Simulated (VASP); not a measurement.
# Nb (Pm-3m) in VASP: further runs

The runs below take Nb through single point, with PBE.

All numbers are computed with VASP 6.6.1; they aren't measurements. Logs are shortened: lines on timing, memory, paths and dates and some standing lists are left out, and cuts for length are marked.

### 1 The cell of the first run

The structure is cubic, space group Pm-3m (No. 221). The conventional cell has a = 2.646 Å, b = 2.646 Å, c = 2.646 Å, α = 90.00°, β = 90.00°, γ = 90.00°. Nb (site symmetry m-3m) has 6 Nb at 2.65 Å within 3.5 Å.

### 2 Single point, PBE (volume scaled by 0.92)

File INCAR:

```
SYSTEM = Nb
PREC = Accurate
ENCUT = 520
EDIFF = 1E-7
ISMEAR = -1
SIGMA = 0.1
LREAL = .False.
LASPH = .True.
NELM = 60
ALGO = Normal
ISIF = 2
LWAVE = .False.
LCHARG = .False.
GGA = PE
NBANDS = 12
```

File KPOINTS:

```
Automatic mesh
0
Gamma
  13 13 13
  0 0 0
```

File POSCAR:

```
Nb
1.0
    2.6459729525      0.0000000000      0.0000000000
    0.0000000000      2.6459729525      0.0000000000
    0.0000000000      0.0000000000      2.6459729525
Nb
1
Direct
    0.0000000000      0.0000000000      0.0000000000
```

Potentials or basis: VASP PAW PBE potentials, release 64 (Nb_sv).

Run with:

```
$ cat potpaw_PBE.64/Nb_sv/POTCAR > POTCAR
$ mpirun -np 1 vasp_std > vasp.out
```

OUTCAR:

```text
SYSTEM = Nb
   PREC = Accurate
   ENCUT = 520
   EDIFF = 1E-7
   ISMEAR = -1
   LREAL = .False.
   LASPH = .True.
   NELM = 60
   ISIF = 2
   GGA = PE

 ion  position               nearest neighbor table
   1  0.000  0.000  0.000-

  LATTYP: Found a simple cubic cell.
 ALAT       =     2.6459729525

  Lattice vectors:

 A1 = (   2.6459729525,   0.0000000000,   0.0000000000)
 A2 = (   0.0000000000,   2.6459729525,   0.0000000000)
 A3 = (   0.0000000000,   0.0000000000,   2.6459729525)

Analysis of symmetry for initial positions (statically):
=====================================================================
 Subroutine PRICEL returns:
 Original cell was already a primitive cell.

 Routine SETGRP: Setting up the symmetry group for a
 simple cubic supercell.

 Subroutine GETGRP returns: Found 48 space group operations
 (whereof 48 operations were pure point group operations)
 out of a pool of 48 trial point group operations.

The static configuration has the point symmetry O_h .

Analysis of symmetry for dynamics (positions and initial velocities):
=====================================================================
 Subroutine PRICEL returns:
 Original cell was already a primitive cell.

 Routine SETGRP: Setting up the symmetry group for a
 simple cubic supercell.

 Subroutine GETGRP returns: Found 48 space group operations
 (whereof 48 operations were pure point group operations)
 out of a pool of 48 trial point group operations.

The dynamic configuration has the point symmetry O_h .

 Subroutine INISYM returns: Found 48 space group operations
 (whereof 48 operations are pure point group operations),
 and found     1 'primitive' translations

----------------------------------------------------------------------------------------

                                     Primitive cell

  volume of cell :      18.5249

  direct lattice vectors                    reciprocal lattice vectors
     2.645972953  0.000000000  0.000000000     0.377932813  0.000000000  0.000000000
     0.000000000  2.645972953  0.000000000     0.000000000  0.377932813  0.000000000
     0.000000000  0.000000000  2.645972953     0.000000000  0.000000000  0.377932813

  length of vectors
     2.645972953  2.645972953  2.645972953     0.377932813  0.377932813  0.377932813

  position of ions in fractional coordinates (direct lattice)
     0.000000000  0.000000000  0.000000000

  ion indices of the primitive-cell ions
   primitive index   ion index
                 1           1
[... 73 lines left out ...]
   LREAL  =      F    real-space projection
   EDIFFG = 0.1E-05   stopping-criterion for IOM
   NSW    =      0    number of steps for IOM
   IBRION =     -1    ionic relax: 0-MD 1-quasi-New 2-CG
   NFREE  =      0    steps in history (QN), initial steepest desc. (CG)
   ISIF   =      2    stress and relaxation
   ISYM   =      2    0-nonsym 1-usesym 2-fastsym
   POTIM  = 0.5000    time-step for ionic-motion
   TEBEG  =    0.0;   TEEND  =   0.0 temperature during run
   PSTRESS=    0.0 pullay stress
   NELECT =      13.0000    total number of electrons
   NUPDOWN=      -1.0000    fix difference up-down
   EMIN   =  10.00;   EMAX   =-10.00  energy-range for DOS
   EFERMI =   0.00;   METHOD = LEGACY
   ISMEAR =    -1;   SIGMA  =   0.10  broadening in eV -4-tet -1-fermi 0-gaus
   EFERMI_NEDOS =   21; number of points for ismear=-14 and -15
   IALGO  =     38    algorithm
   IMIX   =      4    mixing-type and parameters
     AMIX     =   0.40;   BMIX     =  1.00
     AMIX_MAG =   1.60;   BMIX_MAG =  1.00
  volume/ion in A,a.u.               =      18.52       125.01
  Fermi-wavevector in a.u.,A,eV,Ry     =   1.454802  2.749177 28.796034  2.116449
  Thomas-Fermi vector in A             =   2.571910
   LORBIT       =      0    0 simple, 1 ext, 2 COOP (PROOUT), +10 PAW based schemes
   GGA     = PE    functional components
   LHFCALC =     F    Hartree Fock is set to
   AEXX    =    0.0000 exact exchange contribution
   IVDW    =     0    specifies the selected vdW correction
   LEPSILON=     F    determine dielectric tensor
   LRPA    =     F    only Hartree local field effects (RPA)
 non-spin polarized calculation
  energy-cutoff  :      520.00
  volume of cell :       18.52
 maximum number of plane-waves:       513
 NGX is ok and might be reduce to    20
   NGX =  9   NGY =  9   NGZ =  9

 number of electron      13.0000003 magnetization

 Free energy of the ion-electron system (eV)
  ---------------------------------------------------
  ext. energy  EPLUGINS =         0.00000000
  ---------------------------------------------------
  free energy    TOTEN  =        -9.20072969 eV

  energy without entropy =       -9.17189903  energy(sigma->0) =       -9.18631436

 E-fermi :  10.9303     XC(G=0): -12.2374

 val. band max:       10.9010672082   @ k =   0.3846   0.3077   0.2308
 cond. band min:      10.9526254059   @ k =   0.3846   0.0769   0.0000
 fundamental gap:      0.0515581977
 Fermi energy:        10.9302600201

 k-point     1 :       0.0000    0.0000    0.0000
  band No.  band energies     occupation
      1     -43.7584      2.00000
      2     -18.8523      2.00000
      3     -18.8523      2.00000
      4     -18.8523      2.00000
      5       5.1284      2.00000
      6       7.7885      2.00000
      7       7.7885      2.00000
      8      16.5032      0.00000
      9      16.5032      0.00000
     10      16.5032      0.00000
     11      26.2388      0.00000
     12      26.2388      0.00000
[... 331 lines left out ...]
 k-point    24 :       0.3846    0.3077    0.0000
  band No.  band energies     occupation
      1     -43.3766      2.00000
      2     -20.2772      2.00000
      3     -19.9005      2.00000
      4     -18.5928      2.00000
      5       7.6489      2.00000
      6       9.1998      2.00000
      7      13.1541      0.00000
      8      13.6783      0.00000
      9      14.4155      0.00000
     10      14.9067      0.00000
     11      21.2373      0.00000
     12      25.6392      0.00000

 [... further k-points ...]
[... 5 lines left out ...]
  --------------------------------------------------------------------------------------
  -------------------------------------------------------------------------------------
  Total        1.4100375      1.4100375      1.4100375      0.0000000      0.0000000      0.0000000
  in kB      121.9509083    121.9509083    121.9509083      0.0000000      0.0000000      0.0000000
  external PRESSURE =     121.9509083 kB  Pullay stress =       0.0000000 kB

 VOLUME and BASIS-vectors are now :
 -----------------------------------------------------------------------------
  energy-cutoff  :      520.00
  volume of cell :       18.52
      direct lattice vectors                 reciprocal lattice vectors
     2.645972953  0.000000000  0.000000000     0.377932813  0.000000000  0.000000000
     0.000000000  2.645972953  0.000000000     0.000000000  0.377932813  0.000000000
     0.000000000  0.000000000  2.645972953     0.000000000  0.000000000  0.377932813

 POSITION                                       TOTAL-FORCE (eV/Angst)
 -----------------------------------------------------------------------------------
      0.00000      0.00000      0.00000         0.000000      0.000000      0.000000
 -----------------------------------------------------------------------------------
    total drift:                               -0.000000     -0.000000     -0.000000

  FREE ENERGIE OF THE ION-ELECTRON SYSTEM (eV)
  ---------------------------------------------------
  free  energy   TOTEN  =        -9.2007296937 eV

  energy  without entropy=       -9.1718990311  energy(sigma->0) =       -9.18631436
```

It took 30 s on 1 thread of AMD EPYC 7R43 (Zen 3), shared host; peak memory 0.1 GiB.

What came out:

```
Free energy : -9.2007 eV
Pressure    : 12.2 GPa
```

Caveat: the cell differs from its parent crystal (volume scaled by 0.92).

### 3 Single point, PBE (volume scaled by 0.96)

File INCAR:

```
ALGO = Normal
EDIFF = 1E-7
ENCUT = 520
GGA = PE
ISIF = 2
ISMEAR = -1
LASPH = True
LCHARG = False
LREAL = False
LWAVE = False
NBANDS = 12
NELM = 60
PREC = Accurate
SIGMA = 0.1
```

File KPOINTS:

```
k-points
0
Gamma
  13 13 13
```

File POSCAR:

```
Nb
1.0
    2.6837776737      0.0000000000      0.0000000000
    0.0000000000      2.6837776737      0.0000000000
    0.0000000000      0.0000000000      2.6837776737
Nb
1
Direct
    0.0000000000      0.0000000000      0.0000000000
```

Potentials or basis: VASP PAW PBE potentials, release 64 (Nb_sv).

Run with:

```
$ cat potpaw_PBE.64/Nb_sv/POTCAR > POTCAR
$ mpirun -np 1 vasp_std > vasp.out
```

OUTCAR:

```text
EDIFF = 1E-7
   ENCUT = 520
   GGA = PE
   ISIF = 2
   ISMEAR = -1
   LASPH = True
   LREAL = False
   NELM = 60
   PREC = Accurate

 ion  position               nearest neighbor table
   1  0.000  0.000  0.000-

  LATTYP: Found a simple cubic cell.
 ALAT       =     2.6837776737

  Lattice vectors:

 A1 = (   2.6837776737,   0.0000000000,   0.0000000000)
 A2 = (   0.0000000000,   2.6837776737,   0.0000000000)
 A3 = (   0.0000000000,   0.0000000000,   2.6837776737)

Analysis of symmetry for initial positions (statically):
=====================================================================
 Subroutine PRICEL returns:
 Original cell was already a primitive cell.

 Routine SETGRP: Setting up the symmetry group for a
 simple cubic supercell.

 Subroutine GETGRP returns: Found 48 space group operations
 (whereof 48 operations were pure point group operations)
 out of a pool of 48 trial point group operations.

The static configuration has the point symmetry O_h .

Analysis of symmetry for dynamics (positions and initial velocities):
=====================================================================
[... 167 lines left out ...]
      3     -19.5450      2.00000
      4     -19.5450      2.00000
      5       4.6367      2.00000
      6       7.3855      2.00000
      7       7.3855      2.00000
      8      15.6493      0.00000
      9      15.6493      0.00000
     10      15.6493      0.00000
     11      25.2755      0.00000
     12      25.2755      0.00000
[... 331 lines left out ...]
 k-point    24 :       0.3846    0.3077    0.0000
  band No.  band energies     occupation
      1     -44.0166      2.00000
      2     -20.8115      2.00000
      3     -20.4765      2.00000
      4     -19.3170      2.00000
      5       7.2542      2.00000
      6       8.6757      2.00000
      7      12.4123      0.00000
      8      12.9990      0.00000
      9      13.6923      0.00000
     10      14.0980      0.00000
     11      20.2940      0.00000
     12      24.6007      0.00000

 [... further k-points ...]

------------------------ aborting loop because EDIFF is reached ----------------------------------------

  FORCE on cell =-STRESS in cart. coord.  units (eV):
  Direction    XX          YY          ZZ          XY          YZ          ZX
  --------------------------------------------------------------------------------------
  -------------------------------------------------------------------------------------
  Total        0.6203974      0.6203974      0.6203974      0.0000000     -0.0000000      0.0000000
  in kB       51.4210507     51.4210507     51.4210507      0.0000000     -0.0000000      0.0000000
  external PRESSURE =      51.4210507 kB  Pullay stress =       0.0000000 kB

 VOLUME and BASIS-vectors are now :
 -----------------------------------------------------------------------------
  energy-cutoff  :      520.00
  volume of cell :       19.33
      direct lattice vectors                 reciprocal lattice vectors
     2.683777674  0.000000000  0.000000000     0.372609106  0.000000000  0.000000000
     0.000000000  2.683777674  0.000000000     0.000000000  0.372609106  0.000000000
     0.000000000  0.000000000  2.683777674     0.000000000  0.000000000  0.372609106

 POSITION                                       TOTAL-FORCE (eV/Angst)
 -----------------------------------------------------------------------------------
      0.00000      0.00000      0.00000         0.000000      0.000000      0.000000
 -----------------------------------------------------------------------------------
    total drift:                               -0.000000     -0.000000     -0.000000

  FREE ENERGIE OF THE ION-ELECTRON SYSTEM (eV)
  ---------------------------------------------------
  free  energy   TOTEN  =        -9.2443412159 eV

  energy  without entropy=       -9.2140249640  energy(sigma->0) =       -9.22918309
```

stdout:

```text
POSCAR found type information on POSCAR Nb
 POSCAR found :  1 types and       1 ions
 scaLAPACK will be used
 LDA part: xc-table for (Slater+PW92), standard interpolation
 POSCAR, INCAR and KPOINTS ok, starting setup
 FFT: planning ... GRIDC
 FFT: planning ... GRID_SOFT
 FFT: planning ... GRID
 WAVECAR not read
 entering main loop
```

Run time: 24 s. Hardware: 1 thread of AMD EPYC 7R43 (Zen 3), shared host; peak memory 0.1 GiB.

Results:

```yaml
Free_energy: -9.2443 eV
Pressure: 5.1 GPa
```

Caveat: the cell differs from its parent crystal (volume scaled by 0.96).

### 4 Single point, PBE

This run uses another cell than the first one, of 20.14 Å³/atom, 1.087 times its volume.

File INCAR:

```
  ALGO = Normal
  EDIFF = 1E-6
  ENCUT = 520
  GGA = PE
  ISIF = 2
  ISMEAR = -1
  LASPH = True
  LCHARG = False
  LREAL = False
  LWAVE = False
  NBANDS = 12
  NELM = 100
  PREC = Accurate
  SIGMA = 0.1
```

KPOINTS is that of step 3.

File POSCAR:

```
Nb
1.0
    2.7205463205      0.0000000000      0.0000000000
    0.0000000000      2.7205463205      0.0000000000
    0.0000000000      0.0000000000      2.7205463205
Nb
1
Direct
    0.0000000000      0.0000000000      0.0000000000
```

Run with:

```
$ cat potpaw_PBE.64/Nb_sv/POTCAR > POTCAR
$ mpirun -np 1 vasp_std > vasp.out
```

It took 23 s on 1 thread of AMD EPYC 7R43 (Zen 3), shared host; peak memory 0.09 GiB.

Results (log left out):

| Item | Value |
| --- | --- |
| Free energy | -9.2559 eV |
| Pressure | -0.6 GPa |

Levels at points of the mesh, in eV from the Fermi level:
| k point | band 3 | band 4 | band 5 | band 6 | band 7 | band 8 | band 9 | band 10 | band 11 | band 12 |
| --- | --- | --- | --- | --- | --- | --- | --- | --- | --- | --- |
| (0.00, 0.00, 0.00) | -29.99 | -29.99 | -5.62 | -2.80 | -2.80 | 5.05 | 5.05 | 5.05 | 14.57 | 14.57 |

### 5 Single point, PBE (volume scaled by 1.04)

File INCAR:

```
ALGO = Normal
EDIFF = 1E-6
ENCUT = 520
GGA = PE
ISIF = 2
ISMEAR = -1
LASPH = T
LCHARG = F
LREAL = F
LWAVE = F
NBANDS = 12
NELM = 60
PREC = Accurate
SIGMA = 0.1
```

KPOINTS is that of step 4.

File POSCAR:

```
Nb
1.0
    2.7563470881      0.0000000000      0.0000000000
    0.0000000000      2.7563470881      0.0000000000
    0.0000000000      0.0000000000      2.7563470881
Nb
1
Direct
    0.0000000000      0.0000000000      0.0000000000
```

Run with:

```
$ cat potpaw_PBE.64/Nb_sv/POTCAR > POTCAR
$ mpirun -np 1 vasp_std > vasp.out
```

Wall time 28 s (1 thread of AMD EPYC 7R43 (Zen 3), shared host); peak memory 0.1 GiB.

The run converged. Its results:

```
Free energy : -9.2413 eV
Pressure    : -5.3 GPa
```

Levels at points of the mesh, in eV from the Fermi level:
```
           k point  band 4  band 5  band 6  band 7  band 8  band 9  band 10  band 11
(0.00, 0.00, 0.00)  -30.09   -5.52   -2.65   -2.65    4.82    4.82     4.82    14.24
```

Caveat: the cell differs from its parent crystal (volume scaled by 1.04).

### 6 Overview

```csv
cell,gap on the mesh (eV),pressure (GPa)
"a = 2.646 Å, 1 atom",none,12.2
"a = 2.684 Å, 1 atom",none,5.1
"a = 2.721 Å, 1 atom",none,-0.6
"a = 2.756 Å, 1 atom",none,-5.3
```

Alike in all rows: task single point; level PBE; potentials or basis VASP PAW PBE potentials, release 64 (Nb_sv); no spin polarisation; k mesh 13 × 13 × 13; cutoff (eV) 520; smearing fermi-dirac 0.1 eV.

Total energies depend on the potentials used, so only differences within one code and one set of settings carry meaning.
